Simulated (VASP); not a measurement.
# TlBr (Pm-3m) in VASP: notebook

Runs on TlBr. Level: PBE. Tasks: dielectric tensor, electric field gradients.

All numbers are computed with VASP 6.6.1; they aren't measurements. Logs are shortened: lines on timing, memory, paths and dates and some standing lists are left out, and cuts for length are marked.

## (1) The cell of the first run

The structure is cubic, space group Pm-3m (No. 221). Conventional cell: a = 3.980 Å, b = 3.980 Å, c = 3.980 Å, α = 90.00°, β = 90.00°, γ = 90.00°. Tl (site symmetry m-3m) has 8 Br at 3.45 Å and 6 Tl at 3.98 Å within 4.5 Å. Within 4.5 Å of Br (site symmetry m-3m) lie 8 Tl at 3.45 Å and 6 Br at 3.98 Å.

## (2) Dielectric tensor, PBE

File INCAR:

```
ALGO = Normal
EDIFF = 1E-8
ENCUT = 400
GGA = PE
GGA_COMPAT = F
ISIF = 2
ISMEAR = 0
LASPH = T
LCHARG = F
LEPSILON = T
LREAL = F
LWAVE = F
NELM = 120
PREC = Accurate
SIGMA = 0.01
```

File KPOINTS:

```
k-points
0
Gamma
  7 7 7
```

File POSCAR:

```
TlBr
1.0
    3.9800000000      0.0000000000      0.0000000000
    0.0000000000      3.9800000000      0.0000000000
    0.0000000000      0.0000000000      3.9800000000
Tl Br
1 1
Direct
    0.0000000000      0.0000000000      0.0000000000
    0.5000000000      0.5000000000      0.5000000000
```

Potentials or basis: VASP PAW PBE potentials, release 64 (Tl_d, Br).

The run is started by

```console
cat potpaw_PBE.64/Tl_d/POTCAR potpaw_PBE.64/Br/POTCAR > POTCAR
mpirun -np 1 vasp_std > vasp.out
```

OUTCAR:

```text
EDIFF = 1E-8
   ENCUT = 400
   GGA = PE
   ISIF = 2
   ISMEAR = 0
   LASPH = T
   LEPSILON = T
   LREAL = F
   NELM = 120
   PREC = Accurate

 ion  position               nearest neighbor table
   1  0.000  0.000  0.000-   2 3.45   2 3.45   2 3.45   2 3.45   2 3.45   2 3.45   2 3.45   2 3.45

   2  0.500  0.500  0.500-   1 3.45   1 3.45   1 3.45   1 3.45   1 3.45   1 3.45   1 3.45   1 3.45

  LATTYP: Found a simple cubic cell.
 ALAT       =     3.9800000000

  Lattice vectors:

 A1 = (   3.9800000000,   0.0000000000,   0.0000000000)
 A2 = (   0.0000000000,   3.9800000000,   0.0000000000)
 A3 = (   0.0000000000,   0.0000000000,   3.9800000000)

Analysis of symmetry for initial positions (statically):
=====================================================================
 Subroutine PRICEL returns:
 Original cell was already a primitive cell.

 Routine SETGRP: Setting up the symmetry group for a
 simple cubic supercell.

 Subroutine GETGRP returns: Found 48 space group operations
 (whereof 48 operations were pure point group operations)
 out of a pool of 48 trial point group operations.

The static configuration has the point symmetry O_h .

Analysis of symmetry for dynamics (positions and initial velocities):
=====================================================================
 Subroutine PRICEL returns:
 Original cell was already a primitive cell.

 Routine SETGRP: Setting up the symmetry group for a
 simple cubic supercell.

 Subroutine GETGRP returns: Found 48 space group operations
 (whereof 48 operations were pure point group operations)
 out of a pool of 48 trial point group operations.

The dynamic configuration has the point symmetry O_h .

 Subroutine INISYM returns: Found 48 space group operations
 (whereof 48 operations are pure point group operations),
 and found     1 'primitive' translations

----------------------------------------------------------------------------------------

                                     Primitive cell

  volume of cell :      63.0448

  direct lattice vectors                    reciprocal lattice vectors
     3.980000000  0.000000000  0.000000000     0.251256281  0.000000000  0.000000000
     0.000000000  3.980000000  0.000000000     0.000000000  0.251256281  0.000000000
     0.000000000  0.000000000  3.980000000     0.000000000  0.000000000  0.251256281

  length of vectors
     3.980000000  3.980000000  3.980000000     0.251256281  0.251256281  0.251256281

  position of ions in fractional coordinates (direct lattice)
     0.000000000  0.000000000  0.000000000
     0.500000000  0.500000000  0.500000000

  ion indices of the primitive-cell ions
   primitive index   ion index
                 1           1
                 2           2

----------------------------------------------------------------------------------------

 KPOINTS: k-points

Automatic generation of k-mesh.
 Grid dimensions read from file:
 generate k-points for:    7    7    7

 Generating k-lattice:

  Cartesian coordinates                     Fractional coordinates (reciprocal lattice)
     0.035893754  0.000000000  0.000000000     0.142857143  0.000000000  0.000000000
     0.000000000  0.035893754  0.000000000     0.000000000  0.142857143  0.000000000
     0.000000000  0.000000000  0.035893754     0.000000000  0.000000000  0.142857143

  Length of vectors
     0.035893754  0.035893754  0.035893754

  Shift w.r.t. Gamma in fractional coordinates (k-lattice)
     0.000000000  0.000000000  0.000000000

 Subroutine IBZKPT returns following result:
[... 73 lines left out ...]
   LEPSILON=     T    determine dielectric tensor
   LRPA    =     F    only Hartree local field effects (RPA)
 non-spin polarized calculation
 Gauss-broadening in eV      SIGMA  =   0.01
  energy-cutoff  :      400.00
  volume of cell :       63.04
 maximum number of plane-waves:      1189
 NGX is ok and might be reduce to    28
   NGX = 13   NGY = 13   NGZ = 13

--------------------------------------- Ionic step        1  -------------------------------------------

 number of electron      20.0000001 magnetization

 E-fermi :   2.3190     XC(G=0):  -8.9697

 val. band max:        2.2191836277   @ k =   0.4286   0.0000   0.0000
 cond. band min:       4.5174399620   @ k =   0.4286   0.0000   0.0000
 fundamental gap:      2.2982563343
 Fermi energy:         2.3189988073

 k-point     1 :       0.0000    0.0000    0.0000
  band No.  band energies     occupation
      1     -11.3536      2.00000
      2      -7.7214      2.00000
      3      -7.7214      2.00000
      4      -7.5449      2.00000
      5      -7.5449      2.00000
      6      -7.5449      2.00000
      7      -2.2664      2.00000
      8       1.0795      2.00000
      9       1.0795      2.00000
     10       1.0795      2.00000
     11       9.3975      0.00000
     12       9.3975      0.00000
     13       9.6120      0.00000
     14       9.6120      0.00000
[... 309 lines left out ...]
      1     -10.8450      2.00000
      2      -7.6714      2.00000
      3      -7.6714      2.00000
      4      -7.6506      2.00000
      5      -7.5022      2.00000
      6      -7.5022      2.00000
      7      -0.6650      2.00000
      8       0.4124      2.00000
      9       0.4411      2.00000
     10       0.4411      2.00000
     11       4.7694      0.00000
     12       4.7694      0.00000
     13       5.2839      0.00000
     14      14.2545      0.00000

  FORCE on cell =-STRESS in cart. coord.  units (eV):
  Direction    XX          YY          ZZ          XY          YZ          ZX
  --------------------------------------------------------------------------------------
  -------------------------------------------------------------------------------------
  Total        0.4517349      0.4517349      0.4517349      0.0000000      0.0000000     -0.0000000
  in kB       11.4800820     11.4800820     11.4800820      0.0000000      0.0000000     -0.0000000
  external PRESSURE =      11.4800820 kB  Pullay stress =       0.0000000 kB

 VOLUME and BASIS-vectors are now :
 -----------------------------------------------------------------------------
  energy-cutoff  :      400.00
  volume of cell :       63.04
      direct lattice vectors                 reciprocal lattice vectors
     3.980000000  0.000000000  0.000000000     0.251256281  0.000000000  0.000000000
     0.000000000  3.980000000  0.000000000     0.000000000  0.251256281  0.000000000
     0.000000000  0.000000000  3.980000000     0.000000000  0.000000000  0.251256281

 POSITION                                       TOTAL-FORCE (eV/Angst)
 -----------------------------------------------------------------------------------
      0.00000      0.00000      0.00000         0.000000      0.000000      0.000000
      1.99000      1.99000      1.99000         0.000000      0.000000      0.000000
 -----------------------------------------------------------------------------------
    total drift:                               -0.000000      0.000000      0.000000

  FREE ENERGIE OF THE ION-ELECTRON SYSTEM (eV)
  ---------------------------------------------------
  free  energy   TOTEN  =        -5.5326196793 eV

  energy  without entropy=       -5.5326196793  energy(sigma->0) =       -5.53261968

 HEAD OF MICROSCOPIC STATIC DIELECTRIC TENSOR (INDEPENDENT PARTICLE, excluding Hartree and local field effects)
 ------------------------------------------------------
           6.517734     0.000000    -0.000000
           0.000000     6.517734     0.000000
          -0.000000     0.000000     6.517734
 ------------------------------------------------------

 Free energy of the ion-electron system (eV)
  ---------------------------------------------------
  ---------------------------------------------------
  free energy    TOTEN  =        -0.96850261 eV

  energy without entropy =       -0.96850261

------------------------ aborting loop because EDIFF is reached ----------------------------------------

--------------------------------------- Ionic step        2  -------------------------------------------

------------------------ aborting loop because EDIFF is reached ----------------------------------------

--------------------------------------- Ionic step        3  -------------------------------------------

 Free energy of the ion-electron system (eV)
  ---------------------------------------------------
  ---------------------------------------------------
  free energy    TOTEN  =        -0.96850257 eV

  energy without entropy =       -0.96850257

------------------------ aborting loop because EDIFF is reached ----------------------------------------

 PIEZOELECTRIC TENSOR FIELD DIRECTION 3  (e Angst)
 -----------------------------------------------------------------------------
    -0.00308  0.00000 -0.00000           (  0.00000  0.00000  0.00000)
     0.00000 -0.00308  0.00000           (  0.00000  0.00000 -0.00000)
    -0.00000  0.00000  0.00678           (  0.00000 -0.00000 -0.00001)

 PIEZOELECTRIC TENSOR FIELD DIRECTION 3  (C/m^2)
 -----------------------------------------------------------------------------
    -0.00078  0.00000 -0.00000
     0.00000 -0.00078  0.00000
    -0.00000  0.00000  0.00172

 MACROSCOPIC STATIC DIELECTRIC TENSOR (including local field effects in DFT)
 ------------------------------------------------------
           6.015340     0.000000     0.000000
           0.000000     6.015340     0.000000
           0.000000     0.000000     6.015340
 ------------------------------------------------------

 PIEZOELECTRIC TENSOR (including local field effects)  for field in x, y, z        (e  Angst)
          XX          YY          ZZ          XY          YZ          ZX
  --------------------------------------------------------------------------------
  x     0.00000     0.00000     0.00000     0.00000     0.00000     0.00000
  y     0.00000     0.00000     0.00000     0.00000     0.00000     0.00000
  z     0.00000     0.00000     0.00000     0.00000     0.00000     0.00000

 PIEZOELECTRIC TENSOR (including local field effects)  for field in x, y, z        (C/m^2)
          XX          YY          ZZ          XY          YZ          ZX
  --------------------------------------------------------------------------------
  x     0.00000     0.00000     0.00000     0.00000     0.00000     0.00000
  y     0.00000     0.00000     0.00000     0.00000     0.00000     0.00000
  z     0.00000     0.00000     0.00000     0.00000     0.00000     0.00000

 BORN EFFECTIVE CHARGES (including local field effects) (in |e|, cummulative output)
 ---------------------------------------------------------------------------------
 ion    1
    1     2.10926     0.00000     0.00000
    2     0.00000     2.10926     0.00000
    3    -0.00000    -0.00000     2.10926
 ion    2
    1    -2.10926    -0.00000    -0.00000
    2    -0.00000    -2.10926     0.00000
    3     0.00000     0.00000    -2.10926
```

Run time: 1.9 min. Hardware: 1 thread of Intel Xeon Platinum 8375C at 2.90GHz (Ice Lake), shared host; peak memory 0.21 GiB.

Results:

```yaml
Band_gap_on_the_k_mesh: 2.30 eV, direct
Electronic_dielectric_tensor_diagonal: 6.02
Born_charges_mean_of_the_diagonal: Tl +2.11; Br -2.11 e
```

Levels at points of the mesh, in eV from the valence-band top:
```csv
k point,band 7,band 8,band 9,band 10,band 11,band 12,band 13,band 14
"(0.00, 0.00, 0.00)",-4.49,-1.14,-1.14,-1.14,7.18,7.18,7.39,7.39
```

Electronic dielectric tensor:
```
6.02 0.00 0.00
0.00 6.02 0.00
0.00 0.00 6.02
```

Born effective charge tensors (e):
atom 1, Tl
```
2.11 0.00 0.00
0.00 2.11 0.00
0.00 0.00 2.11
```
atom 2, Br
```
-2.11  0.00  0.00
 0.00 -2.11  0.00
 0.00  0.00 -2.11
```

Caveat: spin-orbit coupling is left out, which moves the levels of the heavy elements.

[end of part 1 of 2]
